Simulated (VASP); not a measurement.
# PbF2 (R-3m) in VASP: single point with LDA

Aim: the single point of PbF2 with LDA.

Everything below comes from runs of VASP 6.6.1. Logs are shortened: lines on timing, memory, paths and dates and some standing lists are left out, and cuts for length are marked.

### 1 The cell of the first run

Symmetry: R-3m, No. 166, trigonal system. The conventional cell has a = 4.158 Å, b = 4.158 Å, c = 10.494 Å, α = 90.00°, β = 90.00°, γ = 120.00°. Within 3.4 Å of Pb (site symmetry -3m) lie 8 F at 2.55 to 2.62 Å. F (site symmetry 3m) has 4 Pb at 2.55 to 2.62 Å and 6 F at 2.97 Å within 3.4 Å.

### 2 Single point, LDA (equal xy, yz and zx shear strains of +2 %)

File INCAR:

```
SYSTEM = PbF2
PREC     = Accurate       ! precision mode
ENCUT    = 520            ! plane-wave cutoff, eV
EDIFF    = 1E-7           ! SCF threshold, eV
ISMEAR   = -1             ! smearing method
SIGMA    = 0.03           ! smearing width, eV
LREAL    = .False.        ! projectors in reciprocal space
LASPH    = .True.         ! aspherical terms in the spheres
NELM     = 100            ! most SCF steps
ALGO     = Normal         ! electronic algorithm
ISIF     = 2              ! what is computed and relaxed
LWAVE    = .False.        ! write WAVECAR
LCHARG   = .True.         ! write CHGCAR
GGA      = CA             ! functional
LELF     = .True.         ! ELF
LVHAR    = .True.       
NBANDS   = 21             ! bands
```

File KPOINTS:

```
regular mesh
0
Gamma
  7 7 7
  0 0 0
```

File POSCAR:

```
PbF2
1.0
    0.0593970000      2.9995485000      2.9995485000
    2.9995485000      0.0593970000      2.9995485000
    2.9995485000      2.9995485000      0.0593970000
Pb F
1 2
Direct
    0.0000000000      0.0000000000      0.0000000000
    0.2500000000      0.2500000000      0.2500000000
    0.7500000000      0.7500000000      0.7500000000
```

Potentials or basis: VASP PAW LDA potentials, release 64 (Pb_d, F).

Launch:

```
$ cat potpaw_LDA.64/Pb_d/POTCAR potpaw_LDA.64/F/POTCAR > POTCAR
$ mpirun -np 1 vasp_std > vasp.out
```

OUTCAR:

```text
SYSTEM = PbF2
   PREC = Accurate
   ENCUT = 520
   EDIFF = 1E-7
   ISMEAR = -1
   LREAL = .False.
   LASPH = .True.
   NELM = 100
   ISIF = 2
   GGA = CA

 ion  position               nearest neighbor table
   1  0.000  0.000  0.000-   3 2.55   3 2.55   3 2.55   2 2.55   2 2.55   2 2.55   3 2.62   2 2.62

   2  0.250  0.250  0.250-   1 2.55   1 2.55   1 2.55   1 2.62
   3  0.750  0.750  0.750-   1 2.55   1 2.55   1 2.55   1 2.62

  LATTYP: Found a trigonal (rhomboedric) cell.
 ALAT       =     4.2424179911
 COS(alpha) =     0.5197000882

  Lattice vectors:

 A1 = (   0.0593970000,   2.9995485000,   2.9995485000)
 A2 = (   2.9995485000,   0.0593970000,   2.9995485000)
 A3 = (   2.9995485000,   2.9995485000,   0.0593970000)

Analysis of symmetry for initial positions (statically):
=====================================================================
 Subroutine PRICEL returns:
 Original cell was already a primitive cell.

 Routine SETGRP: Setting up the symmetry group for a
 trigonal (rhombohedral) supercell.

 Subroutine GETGRP returns: Found 12 space group operations
 (whereof 12 operations were pure point group operations)
 out of a pool of 12 trial point group operations.

The static configuration has the point symmetry D_3d.

Analysis of symmetry for dynamics (positions and initial velocities):
=====================================================================
 Subroutine PRICEL returns:
 Original cell was already a primitive cell.

 Routine SETGRP: Setting up the symmetry group for a
 trigonal (rhombohedral) supercell.

 Subroutine GETGRP returns: Found 12 space group operations
 (whereof 12 operations were pure point group operations)
 out of a pool of 12 trial point group operations.

The dynamic configuration has the point symmetry D_3d.

 Subroutine INISYM returns: Found 12 space group operations
 (whereof 12 operations are pure point group operations),
 and found     1 'primitive' translations

----------------------------------------------------------------------------------------

                                     Primitive cell

  volume of cell :      52.3726

  direct lattice vectors                    reciprocal lattice vectors
     0.059397000  2.999548500  2.999548500    -0.171726512  0.168392016  0.168392016
     2.999548500  0.059397000  2.999548500     0.168392016 -0.171726512  0.168392016
     2.999548500  2.999548500  0.059397000     0.168392016  0.168392016 -0.171726512

  length of vectors
     4.242417991  4.242417991  4.242417991     0.293601323  0.293601323  0.293601323

  position of ions in fractional coordinates (direct lattice)
     0.000000000  0.000000000  0.000000000
     0.250000000  0.250000000  0.250000000
     0.750000000  0.750000000  0.750000000

  ion indices of the primitive-cell ions
   primitive index   ion index
                 1           1
                 2           2
                 3           3

----------------------------------------------------------------------------------------

 KPOINTS: regular mesh

Automatic generation of k-mesh.
 Grid dimensions read from file:
 generate k-points for:    7    7    7

 Generating k-lattice:

  Cartesian coordinates                     Fractional coordinates (reciprocal lattice)
    -0.024532359  0.024056002  0.024056002     0.142857143  0.000000000 -0.000000000
     0.024056002 -0.024532359  0.024056002     0.000000000  0.142857143 -0.000000000
     0.024056002  0.024056002 -0.024532359     0.000000000  0.000000000  0.142857143

  Length of vectors
     0.041943046  0.041943046  0.041943046

  Shift w.r.t. Gamma in fractional coordinates (k-lattice)
     0.000000000  0.000000000  0.000000000

 Subroutine IBZKPT returns following result:
 ===========================================

 Found     44 irreducible k-points:

 Following reciprocal coordinates:
            Coordinates               Weight
  0.000000  0.000000  0.000000      1.000000
  0.142857  0.000000 -0.000000      6.000000
  0.285714 -0.000000 -0.000000      6.000000
  0.428571  0.000000  0.000000      6.000000
  0.142857  0.142857  0.000000      6.000000
  0.285714  0.142857  0.000000     12.000000
[... 16 lines left out ...]
  0.285714  0.285714  0.142857      6.000000
  0.428571  0.285714  0.142857     12.000000
 [... further k-points ...]
   k-points           NKPTS =     44   k-points in BZ     NKDIM =     44   number of bands    NBANDS=     21
   number of dos      NEDOS =    301   number of ions     NIONS =      3
   total plane-waves  NPLWV =  32768
   dimension x,y,z NGX =    32 NGY =   32 NGZ =   32
   dimension x,y,z NGXF=    64 NGYF=   64 NGZF=   64
   ions per type =               1   2
   NGX,Y,Z   is equivalent  to a cutoff of  12.54, 12.54, 12.54 a.u.
   NGXF,Y,Z  is equivalent  to a cutoff of  25.08, 25.08, 25.08 a.u.
 SYSTEM =  PbF2
   PREC   = accura    normal or accurate (medium, high low for compatibility)
   ISTART =      0    job   : 0-new  1-cont  2-samecut
   ICHARG =      2    charge: 1-file 2-atom 10-const
   ISPIN  =      1    spin polarized calculation?
   LNONCOLLINEAR =      F non collinear calculations
   LSORBIT =      F    spin-orbit coupling
   LASPH  =      T    aspherical Exc in radial PAW
   ENCUT  =  520.0 eV  38.22 Ry    6.18 a.u.   7.89  7.89  7.89*2*pi/ulx,y,z
   NELM   =    100;   NELMIN=  2; NELMDL= -5     # of ELM steps
   EDIFF  = 0.1E-06   stopping-criterion for ELM
   LREAL  =      F    real-space projection
   EDIFFG = 0.1E-05   stopping-criterion for IOM
   NSW    =      0    number of steps for IOM
   IBRION =     -1    ionic relax: 0-MD 1-quasi-New 2-CG
   NFREE  =      0    steps in history (QN), initial steepest desc. (CG)
   ISIF   =      2    stress and relaxation
   ISYM   =      2    0-nonsym 1-usesym 2-fastsym
   POTIM  = 0.5000    time-step for ionic-motion
   TEBEG  =    0.0;   TEEND  =   0.0 temperature during run
   PSTRESS=    0.0 pullay stress
   NELECT =      28.0000    total number of electrons
   NUPDOWN=      -1.0000    fix difference up-down
   EMIN   =  10.00;   EMAX   =-10.00  energy-range for DOS
   EFERMI =   0.00;   METHOD = LEGACY
   ISMEAR =    -1;   SIGMA  =   0.03  broadening in eV -4-tet -1-fermi 0-gaus
   EFERMI_NEDOS =   21; number of points for ismear=-14 and -15
   IALGO  =     38    algorithm
   IMIX   =      4    mixing-type and parameters
     AMIX     =   0.40;   BMIX     =  1.00
     AMIX_MAG =   1.60;   BMIX_MAG =  1.00
  volume/ion in A,a.u.               =      17.46       117.81
  Fermi-wavevector in a.u.,A,eV,Ry     =   1.328698  2.510874 24.020232  1.765437
  Thomas-Fermi vector in A             =   2.457916
   LORBIT       =      0    0 simple, 1 ext, 2 COOP (PROOUT), +10 PAW based schemes
   GGA     = CA    functional components
   LHFCALC =     F    Hartree Fock is set to
   AEXX    =    0.0000 exact exchange contribution
   IVDW    =     0    specifies the selected vdW correction
   LEPSILON=     F    determine dielectric tensor
   LRPA    =     F    only Hartree local field effects (RPA)
 non-spin polarized calculation
  energy-cutoff  :      520.00
  volume of cell :       52.37
 maximum number of plane-waves:      1422
   NGX = 15   NGY = 15   NGZ = 15

 number of electron      28.0000005 magnetization

 Free energy of the ion-electron system (eV)
  ---------------------------------------------------
  ext. energy  EPLUGINS =         0.00000000
  ---------------------------------------------------
  free energy    TOTEN  =       -15.90180548 eV

  energy without entropy =      -15.90180548  energy(sigma->0) =      -15.90180548

 E-fermi :   2.2103     XC(G=0): -10.0348

 val. band max:        1.4409704605   @ k =  -0.2857   0.4286   0.1429
 cond. band min:       5.6809624904   @ k =   0.4286   0.4286  -0.0000
 fundamental gap:      4.2399920299
 Fermi energy:         2.2103072854

 k-point     1 :       0.0000    0.0000    0.0000
  band No.  band energies     occupation
      1     -19.2297      2.00000
      2     -18.5688      2.00000
      3     -12.9001      2.00000
      4     -12.8959      2.00000
      5     -12.8959      2.00000
      6     -12.8269      2.00000
[... 13 lines left out ...]
     20      16.2548      0.00000
     21      18.2352      0.00000

 k-point     2 :       0.1429    0.0000   -0.0000
  band No.  band energies     occupation
      1     -19.1874      2.00000
      2     -18.6078      2.00000
      3     -12.8914      2.00000
      4     -12.8872      2.00000
      5     -12.8510      2.00000
      6     -12.8275      2.00000
[... 13 lines left out ...]
     20      15.7762      0.00000
     21      17.8884      0.00000

 k-point     3 :       0.2857   -0.0000   -0.0000
  band No.  band energies     occupation
      1     -19.0811      2.00000
      2     -18.7024      2.00000
      3     -12.8795      2.00000
      4     -12.8760      2.00000
      5     -12.8216      2.00000
      6     -12.8153      2.00000
[... 13 lines left out ...]
     20      15.2211      0.00000
     21      16.4717      0.00000

 k-point     4 :       0.4286    0.0000    0.0000
  band No.  band energies     occupation
      1     -18.9591      2.00000
      2     -18.8122      2.00000
      3     -12.8779      2.00000
      4     -12.8752      2.00000
      5     -12.8089      2.00000
      6     -12.7983      2.00000
[... 13 lines left out ...]
     20      14.9902      0.00000
     21      15.5201      0.00000

 k-point     5 :       0.1429    0.1429    0.0000
  band No.  band energies     occupation
      1     -19.1752      2.00000
      2     -18.6185      2.00000
      3     -12.8823      2.00000
      4     -12.8797      2.00000
      5     -12.8475      2.00000
      6     -12.8333      2.00000
[... 13 lines left out ...]
     20      16.4399      0.00000
     21      17.8143      0.00000

 k-point     6 :       0.2857    0.1429    0.0000
  band No.  band energies     occupation
      1     -19.0940      2.00000
      2     -18.6899      2.00000
      3     -12.8672      2.00000
      4     -12.8635      2.00000
      5     -12.8336      2.00000
      6     -12.8148      2.00000
[... 13 lines left out ...]
     20      16.0434      0.00000
     21      17.4206      0.00000

 k-point     7 :       0.4286    0.1429    0.0000
  band No.  band energies     occupation
      1     -18.9828      2.00000
      2     -18.7871      2.00000
      3     -12.8635      2.00000
      4     -12.8597      2.00000
      5     -12.8120      2.00000
      6     -12.8010      2.00000
[... 13 lines left out ...]
     20      16.2459      0.00000
     21      16.6997      0.00000
[... 291 lines left out ...]
      1     -18.9196      2.00000
      2     -18.8457      2.00000
      3     -12.8642      2.00000
      4     -12.8625      2.00000
      5     -12.7998      2.00000
      6     -12.7988      2.00000
[... 13 lines left out ...]
     20      16.0189      0.00000
     21      16.6602      0.00000

 k-point    21 :      -0.2857    0.1429    0.1429
  band No.  band energies     occupation
      1     -18.9794      2.00000
      2     -18.7904      2.00000
      3     -12.8648      2.00000
      4     -12.8631      2.00000
      5     -12.8156      2.00000
      6     -12.7973      2.00000
[... 13 lines left out ...]
     20      16.2169      0.00000
     21      16.5616      0.00000

 k-point    22 :      -0.1429    0.1429    0.1429
  band No.  band energies     occupation
      1     -19.0915      2.00000
      2     -18.6919      2.00000
      3     -12.8696      2.00000
      4     -12.8654      2.00000
      5     -12.8349      2.00000
      6     -12.8120      2.00000
[... 13 lines left out ...]
     20      16.0863      0.00000
     21      17.3645      0.00000

 k-point    23 :       0.2857    0.2857    0.1429
  band No.  band energies     occupation
      1     -19.0982      2.00000
      2     -18.6871      2.00000
      3     -12.8655      2.00000
      4     -12.8625      2.00000
      5     -12.8345      2.00000
      6     -12.8172      2.00000
[... 13 lines left out ...]
     20      16.1941      0.00000
     21      17.3340      0.00000

 k-point    24 :       0.4286    0.2857    0.1429
  band No.  band energies     occupation
      1     -19.0184      2.00000
      2     -18.7546      2.00000
      3     -12.8495      2.00000
      4     -12.8461      2.00000
      5     -12.8291      2.00000
      6     -12.8024      2.00000
[... 13 lines left out ...]
     20      17.0645      0.00000
     21      17.1539      0.00000

 [... further k-points ...]

------------------------ aborting loop because EDIFF is reached ----------------------------------------

  FORCE on cell =-STRESS in cart. coord.  units (eV):
  Direction    XX          YY          ZZ          XY          YZ          ZX
  --------------------------------------------------------------------------------------
  -------------------------------------------------------------------------------------
  Total       -1.5772960     -1.5772960     -1.5772960     -0.1671061     -0.1671061     -0.1671061
  in kB      -48.2524864    -48.2524864    -48.2524864     -5.1120928     -5.1120928     -5.1120928
  external PRESSURE =     -48.2524864 kB  Pullay stress =       0.0000000 kB

 VOLUME and BASIS-vectors are now :
 -----------------------------------------------------------------------------
  energy-cutoff  :      520.00
  volume of cell :       52.37
      direct lattice vectors                 reciprocal lattice vectors
     0.059397000  2.999548500  2.999548500    -0.171726512  0.168392016  0.168392016
     2.999548500  0.059397000  2.999548500     0.168392016 -0.171726512  0.168392016
     2.999548500  2.999548500  0.059397000     0.168392016  0.168392016 -0.171726512

 POSITION                                       TOTAL-FORCE (eV/Angst)
 -----------------------------------------------------------------------------------
      0.00000      0.00000      0.00000         0.000000      0.000000     -0.000000
      1.51462      1.51462      1.51462        -0.031476     -0.031476     -0.031476
      4.54387      4.54387      4.54387         0.031476      0.031476      0.031476
 -----------------------------------------------------------------------------------
    total drift:                                0.000000     -0.000000      0.000000

  FREE ENERGIE OF THE ION-ELECTRON SYSTEM (eV)
  ---------------------------------------------------
  free  energy   TOTEN  =       -15.9018054801 eV

  energy  without entropy=      -15.9018054801  energy(sigma->0) =      -15.90180548
```

Wall time 32 s (1 thread of Intel Xeon Platinum 8259CL at 2.50GHz (Skylake/Cascade Lake), shared host); peak memory 0.18 GiB.

Results:

```
Free energy            : -15.9018 eV
Pressure               : -4.8 GPa
Largest force          : 0.055 eV/Å
Band gap on the k mesh : 4.24 eV (least direct gap 4.48 eV)
```

Forces in eV/Å, atoms in the order of the input:
```
Pb   0.000  0.000  0.000
F   -0.031 -0.031 -0.031
F    0.031  0.031  0.031
```

Stress tensor (GPa, compression positive):
```
-4.83 -0.51 -0.51
-0.51 -4.83 -0.51
-0.51 -0.51 -4.83
```

Levels at points of the mesh, in eV from the valence-band top:
```tsv
k point	band 11	band 12	band 13	band 14	band 15	band 16	band 17	band 18
(0.00, 0.00, 0.00)	-2.46	-2.01	-2.01	-1.91	6.30	6.69	6.69	10.24
```

Caveat: the cell differs from its parent crystal (equal xy, yz and zx shear strains of +2 %); the cell stands under tension; spin-orbit coupling is left out, which moves the levels of the heavy elements; an odd mesh through Γ misses points on the zone boundary, where band edges can lie.
